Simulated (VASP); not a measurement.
# Bi2Se3 (P-6m2) in VASP: a series of runs

Bi2Se3 is run at these levels: PBE; tasks: single point, relaxation of cell and atoms.

Program: VASP 6.6.1. These are calculated values, not measurements. Logs are shortened: lines on timing, memory, paths and dates and some standing lists are left out, and cuts for length are marked.

### 1 The cell of the first run

It takes space group P-6m2 (No. 187, hexagonal). The conventional cell has a = 5.353 Å, b = 5.353 Å, c = 6.347 Å, α = 90.00°, β = 90.00°, γ = 120.00°. Bi (site symmetry 3m) has 1 Bi at 2.68 Å and 3 Se at 3.10 Å within 3.5 Å. Se (site symmetry -6m2) has 6 Bi at 3.59 Å and 6 Se at 3.70 Å within 4.7 Å. Within 3.0 Å of Se (site symmetry 3m) lie 1 Se at 2.29 Å.

### 2 Single point, PBE

INCAR reads:

```
PREC = Accurate
ENCUT = 520
EDIFF = 1E-6
ISMEAR = 0
SIGMA = 0.1
LREAL = False
LASPH = True
NELM = 100
ALGO = Normal
ISIF = 2
LWAVE = False
LCHARG = True
GGA = PE
LELF = True
LVHAR = True
NBANDS = 32
```

KPOINTS reads:

```
Automatic mesh
0
Gamma
  6 6 4
```

POSCAR reads:

```
Bi2Se3
1.0
    5.3531892400      0.0000000000      0.0000000000
   -2.6765946200      4.6359978700      0.0000000000
    0.0000000000      0.0000000000      6.3471431700
Bi Se
2 3
Direct
    0.0000000000      0.0000000000      0.2888389700
    0.0000000000      0.0000000000      0.7111610300
    0.3333333300      0.6666666700      0.0000000000
    0.6666666700      0.3333333300      0.3194891600
    0.6666666700      0.3333333300      0.6805108400
```

Potentials or basis: VASP PAW PBE potentials, release 64 (Bi_d, Se).

Command:

```bash
cat potpaw_PBE.64/Bi_d/POTCAR potpaw_PBE.64/Se/POTCAR > POTCAR
mpirun -np 1 vasp_std > vasp.out
```

OUTCAR:

```text
PREC = Accurate
   ENCUT = 520
   EDIFF = 1E-6
   ISMEAR = 0
   LREAL = False
   LASPH = True
   NELM = 100
   ISIF = 2
   GGA = PE

 ion  position               nearest neighbor table
   1  0.000  0.000  0.289-   2 2.68   4 3.10   4 3.10   4 3.10   2 3.67
   2  0.000  0.000  0.711-   1 2.68   5 3.10   5 3.10   5 3.10   1 3.67
   3  0.333  0.667  0.000-
   4  0.667  0.333  0.319-   5 2.29   1 3.10   1 3.10   1 3.10
   5  0.667  0.333  0.681-   4 2.29   2 3.10   2 3.10   2 3.10

  LATTYP: Found a hexagonal cell.
 ALAT       =     5.3531892400
 C/A-ratio  =     1.1856750967

  Lattice vectors:

 A1 = (   5.3531892400,   0.0000000000,   0.0000000000)
 A2 = (  -2.6765946200,   4.6359978700,   0.0000000000)
 A3 = (   0.0000000000,   0.0000000000,   6.3471431700)

Analysis of symmetry for initial positions (statically):
=====================================================================
 Subroutine PRICEL returns:
 Original cell was already a primitive cell.

 Routine SETGRP: Setting up the symmetry group for a
 hexagonal supercell.

 Subroutine GETGRP returns: Found 12 space group operations
 (whereof 12 operations were pure point group operations)
 out of a pool of 24 trial point group operations.

The static configuration has the point symmetry D_3h.

Analysis of symmetry for dynamics (positions and initial velocities):
=====================================================================
 Subroutine PRICEL returns:
 Original cell was already a primitive cell.

 Routine SETGRP: Setting up the symmetry group for a
 hexagonal supercell.

 Subroutine GETGRP returns: Found 12 space group operations
 (whereof 12 operations were pure point group operations)
 out of a pool of 24 trial point group operations.

The dynamic configuration has the point symmetry D_3h.

 Subroutine INISYM returns: Found 12 space group operations
 (whereof 12 operations are pure point group operations),
 and found     1 'primitive' translations

----------------------------------------------------------------------------------------

                                     Primitive cell

  volume of cell :     157.5194

  direct lattice vectors                    reciprocal lattice vectors
     5.353189240  0.000000000  0.000000000     0.186804530  0.107851646  0.000000000
    -2.676594620  4.635997870  0.000000000     0.000000000  0.215703292  0.000000000
     0.000000000  0.000000000  6.347143170     0.000000000  0.000000000  0.157551196

[... 86 lines left out ...]
   LREAL  =      F    real-space projection
   EDIFFG = 0.1E-04   stopping-criterion for IOM
   NSW    =      0    number of steps for IOM
   IBRION =     -1    ionic relax: 0-MD 1-quasi-New 2-CG
   NFREE  =      0    steps in history (QN), initial steepest desc. (CG)
   ISIF   =      2    stress and relaxation
   ISYM   =      2    0-nonsym 1-usesym 2-fastsym
   POTIM  = 0.5000    time-step for ionic-motion
   TEBEG  =    0.0;   TEEND  =   0.0 temperature during run
   PSTRESS=    0.0 pullay stress
   NELECT =      48.0000    total number of electrons
   NUPDOWN=      -1.0000    fix difference up-down
   EMIN   =  10.00;   EMAX   =-10.00  energy-range for DOS
   EFERMI =   0.00;   METHOD = LEGACY
   ISMEAR =     0;   SIGMA  =   0.10  broadening in eV -4-tet -1-fermi 0-gaus
   EFERMI_NEDOS =   21; number of points for ismear=-14 and -15
   IALGO  =     38    algorithm
   IMIX   =      4    mixing-type and parameters
     AMIX     =   0.40;   BMIX     =  1.00
     AMIX_MAG =   1.60;   BMIX_MAG =  1.00
  volume/ion in A,a.u.               =      31.50       212.60
  Fermi-wavevector in a.u.,A,eV,Ry     =   1.101651  2.081818 16.512493  1.213634
  Thomas-Fermi vector in A             =   2.238081
   LORBIT       =      0    0 simple, 1 ext, 2 COOP (PROOUT), +10 PAW based schemes
   GGA     = PE    functional components
   LHFCALC =     F    Hartree Fock is set to
   AEXX    =    0.0000 exact exchange contribution
   IVDW    =     0    specifies the selected vdW correction
   LEPSILON=     F    determine dielectric tensor
   LRPA    =     F    only Hartree local field effects (RPA)
 non-spin polarized calculation
 Gauss-broadening in eV      SIGMA  =   0.10
  energy-cutoff  :      520.00
  volume of cell :      157.52
 maximum number of plane-waves:      4260
 NGX is ok and might be reduce to    40
   NGX = 19   NGY = 19   NGZ = 23

 number of electron      47.9999987 magnetization

 Free energy of the ion-electron system (eV)
  ---------------------------------------------------
  ext. energy  EPLUGINS =         0.00000000
  ---------------------------------------------------
  free energy    TOTEN  =       -16.73855989 eV

  energy without entropy =      -16.71885879  energy(sigma->0) =      -16.72870934

 E-fermi :   4.0424     XC(G=0):  -8.9935

 val. band max:        4.0346481125   @ k =   0.3333   0.1667   0.2500
 cond. band min:       4.0476143641   @ k =   0.0000   0.0000   0.5000
 fundamental gap:      0.0129662516
 Fermi energy:         4.0424290953

 k-point     1 :       0.0000    0.0000    0.0000
  band No.  band energies     occupation
      1     -19.3983      2.00000
      2     -19.0932      2.00000
      3     -19.0932      2.00000
      4     -19.0122      2.00000
      5     -19.0122      2.00000
      6     -18.9764      2.00000
[... 724 lines left out ...]
     31       8.9179      0.00000
     32      10.8242      0.00000

------------------------ aborting loop because EDIFF is reached ----------------------------------------

  FORCE on cell =-STRESS in cart. coord.  units (eV):
  Direction    XX          YY          ZZ          XY          YZ          ZX
  --------------------------------------------------------------------------------------
  -------------------------------------------------------------------------------------
  Total       -2.9453899     -2.9453899     13.9981974      0.0000000     -0.0000000      0.0000000
  in kB      -29.9584440    -29.9584440    142.3798650      0.0000000     -0.0000000      0.0000000
  external PRESSURE =      27.4876590 kB  Pullay stress =       0.0000000 kB

 VOLUME and BASIS-vectors are now :
 -----------------------------------------------------------------------------
  energy-cutoff  :      520.00
  volume of cell :      157.52
      direct lattice vectors                 reciprocal lattice vectors
     5.353189240  0.000000000  0.000000000     0.186804530  0.107851646  0.000000000
    -2.676594620  4.635997870  0.000000000     0.000000000  0.215703292  0.000000000
     0.000000000  0.000000000  6.347143170     0.000000000  0.000000000  0.157551196

 POSITION                                       TOTAL-FORCE (eV/Angst)
 -----------------------------------------------------------------------------------
      0.00000      0.00000      1.83330        -0.000000      0.000000     -4.542257
      0.00000      0.00000      4.51384        -0.000000     -0.000000      4.542257
     -0.00000      3.09067      0.00000         0.000000      0.000000      0.000000
      2.67659      1.54533      2.02784        -0.000000      0.000000     -1.517859
      2.67659      1.54533      4.31930         0.000000      0.000000      1.517859
 -----------------------------------------------------------------------------------
    total drift:                               -0.000009      0.000005      0.000000

  FREE ENERGIE OF THE ION-ELECTRON SYSTEM (eV)
  ---------------------------------------------------
  free  energy   TOTEN  =       -16.7385598937 eV

  energy  without entropy=      -16.7188587875  energy(sigma->0) =      -16.72870934
```

It took 40 s on 1 thread of Intel Xeon 6975P-C (Granite Rapids), shared host; peak memory 0.3 GiB.

What came out:

| Quantity | Value |
| --- | --- |
| Free energy | -16.7386 eV |
| Pressure | 2.7 GPa |
| Largest force | 4.542 eV/Å |
| Band gap on the k mesh | zero (band 24 reaches 4.27 eV, above the bottom of band 25 at 3.68 eV) |

Forces in eV/Å, atoms in the order of the input:
```
Bi   0.000  0.000 -4.542
Bi   0.000  0.000  4.542
Se   0.000  0.000  0.000
Se   0.000  0.000 -1.518
Se   0.000  0.000  1.518
```

Caveat: spin-orbit coupling is left out, which moves the levels of the heavy elements; forces of over 1 eV/Å act on the atoms, so gaps and moduli don't describe the material at rest.

### 3 Single point, PBE

This run uses another cell than the first one, of 34.33 Å³/atom, 1.090 times its volume.

INCAR reads:

```
SYSTEM = Bi2Se3
PREC     = Accurate       ! precision mode
ENCUT    = 520            ! plane-wave cutoff, eV
EDIFF    = 1E-6           ! SCF threshold, eV
ISMEAR   = 0              ! smearing method
SIGMA    = 0.1            ! smearing width, eV
LREAL    = .False.        ! projectors in reciprocal space
LASPH    = .True.         ! aspherical terms in the spheres
NELM     = 60             ! most SCF steps
ALGO     = Normal         ! electronic algorithm
ISIF     = 2              ! what is computed and relaxed
LWAVE    = .False.        ! write WAVECAR
LCHARG   = .True.         ! write CHGCAR
GGA      = PE             ! functional
LELF     = .True.         ! ELF
LVHAR    = .True.       
NBANDS   = 32             ! bands
```

KPOINTS reads:

```
Automatic mesh
0
Gamma
  6 6 4
  0 0 0
```

POSCAR reads:

```
Bi2Se3
1.0
    4.1735579994      0.0000000000      0.0000000000
   -2.0867789997      3.6144072517      0.0000000000
    0.0000000000      0.0000000000     11.3787767169
Bi Se
2 3
Direct
    0.0000000000      0.0000000000      0.1753619595
    0.0000000000      0.0000000000      0.8246380405
    0.3333333333      0.6666666667      0.0000000000
    0.6666666667      0.3333333333      0.3130870642
    0.6666666667      0.3333333333      0.6869129358
```

Potentials or basis: VASP PAW PBE potentials, release 64 (Bi_d, Se).

Command:

```bash
cat potpaw_PBE.64/Bi_d/POTCAR potpaw_PBE.64/Se/POTCAR > POTCAR
mpirun -np 1 vasp_std > vasp.out
```

Run time: 43 s. Hardware: 1 thread of Intel Xeon 6975P-C (Granite Rapids), shared host; peak memory 0.33 GiB.

The run converged. Its results:

```yaml
Free_energy: -20.1515 eV
Pressure: 0.0 GPa
Largest_force: 0.022 eV/Å
Band_gap_on_the_k_mesh: 0.56 eV, indirect (least direct gap 0.86 eV)
```

Forces in eV/Å, atoms in the order of the input:
```
Bi   0.000  0.000 -0.022
Bi   0.000  0.000  0.022
Se   0.000  0.000  0.000
Se   0.000  0.000  0.013
Se   0.000  0.000 -0.013
```

Levels at points of the mesh, in eV from the valence-band top:
```tsv
k point	band 22	band 23	band 24	band 25	band 26	band 27
(0.00, 0.00, 0.00)	-0.73	-0.73	-0.30	0.56	2.29	2.29
(0.50, 0.00, 0.00)	-0.99	-0.90	-0.76	1.36	2.64	2.71
(0.00, 0.00, 0.50)	-0.71	-0.71	-0.70	0.64	2.27	2.27
(0.50, 0.00, 0.50)	-1.08	-0.91	-0.88	1.62	2.55	2.65
```

Caveat: spin-orbit coupling is left out, which moves the levels of the heavy elements; this functional lacks dispersion, which binds the layers, so the pressure and a relaxed spacing across them are unreliable.

### 4 Relaxation of cell and atoms, PBE

INCAR reads:

```
SYSTEM = Bi2Se3
PREC     = Accurate       ! precision mode
ENCUT    = 600            ! plane-wave cutoff, eV
EDIFF    = 1E-6           ! SCF threshold, eV
ISMEAR   = 0              ! smearing method
SIGMA    = 0.1            ! smearing width, eV
LREAL    = .FALSE.        ! projectors in reciprocal space
LASPH    = .TRUE.         ! aspherical terms in the spheres
NELM     = 100            ! most SCF steps
ALGO     = Normal         ! electronic algorithm
ISIF     = 3              ! what is computed and relaxed
LWAVE    = .FALSE.        ! write WAVECAR
LCHARG   = .FALSE.        ! write CHGCAR
GGA      = PE             ! functional
IBRION   = 2              ! ionic algorithm
NSW      = 90             ! ionic steps
EDIFFG   = -0.04          ! ionic threshold
```

KPOINTS reads:

```
regular mesh
0
G
  6 6 4
  0 0 0
```

POSCAR reads:

```
Bi2Se3
1.0
    5.3531892400      0.0000000000      0.0000000000
   -2.6765946200      4.6359978700      0.0000000000
    0.0000000000      0.0000000000      6.3471431700
Bi Se
2 3
Direct
    0.0000000000      0.0000000000      0.2888389700
    0.0000000000      0.0000000000      0.7111610300
    0.3333333300      0.6666666700      0.0000000000
    0.6666666700      0.3333333300      0.3194891600
    0.6666666700      0.3333333300      0.6805108400
```

Command:

```bash
cat potpaw_PBE.64/Bi_d/POTCAR potpaw_PBE.64/Se/POTCAR > POTCAR
mpirun -np 1 vasp_std > vasp.out
```

Run time: 26 min. Hardware: 1 thread of Intel Xeon 6975P-C (Granite Rapids), shared host; peak memory 0.43 GiB.

The run converged. Its results:

```yaml
Free_energy: -20.0744 eV
Relaxed_volume: 32.67 Å³/atom
Relaxed_cell: a = 4.196 Å, b = 4.196 Å, c = 10.716 Å, α = 90.00°, β = 90.00°, γ = 120.00°
Space_group_after_relaxing_to_0.05_Å: P-6m2 (No. 187)
Energy_gained_by_relaxing: 667.1 meV/atom
Ionic_steps: 42
Pressure_after_relaxing: -0.1 GPa
Largest_force_after_relaxing: 0.030 eV/Å
Band_gap_on_the_k_mesh: 0.38 eV, indirect (least direct gap 0.49 eV)
```

Forces on the atoms (eV/Å):
```
Bi   0.000  0.000 -0.030
Bi   0.000  0.000  0.030
Se   0.000  0.000  0.000
Se   0.000  0.000 -0.006
Se   0.000  0.000  0.006
```

Stress tensor (GPa, compression positive):
```
-0.12  0.00  0.00
 0.00 -0.12  0.00
 0.00  0.00  0.04
```

Step by step:
```csv
step,energy change (eV),largest force (eV/Å),pressure (GPa),volume (Å³)
1,0.0000,4.5426,2.77,157.52
3,-1.1827,0.7974,-3.47,165.57
5,-1.4370,0.5088,0.80,149.95
7,-1.5515,0.5833,0.83,152.55
9,-1.6224,0.2975,-0.69,159.26
11,-1.7148,0.0553,-1.35,168.14
13,-1.7571,0.7914,-0.46,166.78
15,-2.1643,0.7850,1.20,158.63
17,-2.4503,1.8933,4.88,145.98
19,-2.4728,2.1811,5.33,144.33
21,-2.5332,2.4806,4.70,144.28
23,-2.7691,2.0521,2.87,148.15
25,-3.1525,0.8639,-2.67,166.41
27,-3.2226,0.6848,-1.64,162.90
29,-3.2955,0.1366,0.24,158.85
31,-3.3115,0.1867,0.01,159.90
33,-3.3138,0.2167,-0.10,160.42
35,-3.3252,0.0987,0.29,159.69
37,-3.3290,0.1355,0.07,160.75
39,-3.3338,0.0863,-0.02,162.10
41,-3.3352,0.0192,0.12,162.51
42,-3.3356,0.0296,-0.06,163.36
```

Final structure:
```
Bi Se
1.0
     4.19561    0.00000    0.00000
    -2.09781    3.63351    0.00000
     0.00000    0.00000   10.71568
Bi Se
2 3
Direct
  0.00000 0.00000 0.18420
  0.00000 0.00000 0.81580
  0.33333 0.66667 0.00000
  0.66667 0.33333 0.32908
  0.66667 0.33333 0.67092
```

Levels at points of the mesh, in eV from the valence-band top:
| k point | band 21 | band 22 | band 23 | band 24 | band 25 | band 26 | band 27 | band 28 |
| --- | --- | --- | --- | --- | --- | --- | --- | --- |
| (0.00, 0.00, 0.00) | -1.25 | -0.87 | -0.87 | -0.11 | 0.38 | 2.21 | 2.47 | 2.47 |
| (0.50, 0.00, 0.00) | -2.30 | -1.10 | -1.02 | -0.61 | 1.18 | 2.63 | 2.70 | 3.39 |
| (0.00, 0.00, 0.50) | -1.06 | -0.82 | -0.82 | -0.47 | 0.54 | 2.15 | 2.15 | 2.53 |
| (0.50, 0.00, 0.50) | -1.92 | -1.34 | -0.95 | -0.91 | 1.69 | 2.45 | 2.53 | 3.31 |

Caveat: spin-orbit coupling is left out, which moves the levels of the heavy elements; this functional lacks dispersion, which binds the layers, so the pressure and a relaxed spacing across them are unreliable.

[end of part 1 of 2]
